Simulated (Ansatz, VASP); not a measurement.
## One calculation of SiGe, two programs

File INCAR:

```
PREC     = Accurate       # precision mode
ENCUT    = 520            # plane-wave cutoff, eV
EDIFF    = 1E-6           # SCF threshold, eV
ISMEAR   = 0              # smearing method
SIGMA    = 0.03           # smearing width, eV
LREAL    = F              # projectors in reciprocal space
LASPH    = T              # aspherical terms in the spheres
NELM     = 80             # most SCF steps
ALGO     = Normal         # electronic algorithm
ISIF     = 2              # what is computed and relaxed
LWAVE    = F              # write WAVECAR
LCHARG   = T              # write CHGCAR
GGA      = PS             # functional
LELF     = T              # ELF
LVHAR    = T            
NBANDS   = 26             # bands
```

KPOINTS

```
regular mesh
0
Gamma
  12 12 6
```

File POSCAR:

```
SiGe
1.0
    3.9004653870      0.0000000000      0.0000000000
   -1.9502326935      3.3779021117      0.0000000000
    0.0000000000      0.0000000000      6.4431565742
Si Ge
2 2
Direct
    0.6666666667      0.3333333333      0.8745463082
    0.3333333333      0.6666666667      0.3745463082
    0.6666666667      0.3333333333      0.4926925203
    0.3333333333      0.6666666667     -0.0073074797
```

Input for Ansatz:

```yaml
crystal:
  lattice:
    - [3.900465387, 0.0, 0.0]
    - [-1.9502326935, 3.3779021117, 0.0]
    - [0.0, 0.0, 6.4431565742]
  atoms:
    - { symbol: Si, position: [0.6666666667, 0.3333333333, 0.8745463082] }
    - { symbol: Si, position: [0.3333333333, 0.6666666667, 0.3745463082] }
    - { symbol: Ge, position: [0.6666666667, 0.3333333333, 0.4926925203] }
    - { symbol: Ge, position: [0.3333333333, 0.6666666667, -0.0073074797] }
basis:
  ecutwfc: 420
kpoints:
  mp_grid: { grid: [12, 12, 6] }
hamiltonian:
  xc: pbesol
  pseudopotentials: { kind: paw, azcp: { folder: soft_1 } }
scf:
  occupations: { method: gaussian, width: 0.03 }
output:
  forces: true
  stress: true
  eigenvalues: true
```

Alike in both runs: task single point; functional PBEsol; k mesh 12 × 12 × 6; occupations gaussian, width 0.03 eV; no spin polarisation.

|  | VASP | Ansatz |
| --- | --- | --- |
| version | VASP 6.6.1 | Ansatz 0.2.0 |
| potentials or method | VASP PAW PBE potentials, release 64 (Si, Ge_d), cutoff 520 eV | scalar-relativistic, plane waves, PAW |
| valence electrons in the cell | 36 | 36 |

```tsv
	VASP	Ansatz	Ansatz less VASP
gap on the k mesh at the Fermi level (eV)	0.32	0.32	-0.001
least direct gap on the mesh (eV)	0.34	0.34	-0.005
pressure (GPa)	0.1	0.1	+0.01
traceless stress, the component that is largest in VASP (GPa)	-1.76	-1.76	-0.002
rms of the force components (eV/Å)	0.326	0.326	+0.0002
```

VASP's potentials were made for PBE, not for PBEsol, and Ansatz warns of the same on its side. Atom by atom the forces differ by 0.000 eV/Å (rms over components). With one functional, cell and mesh, what is left measures potentials, basis and numerics.
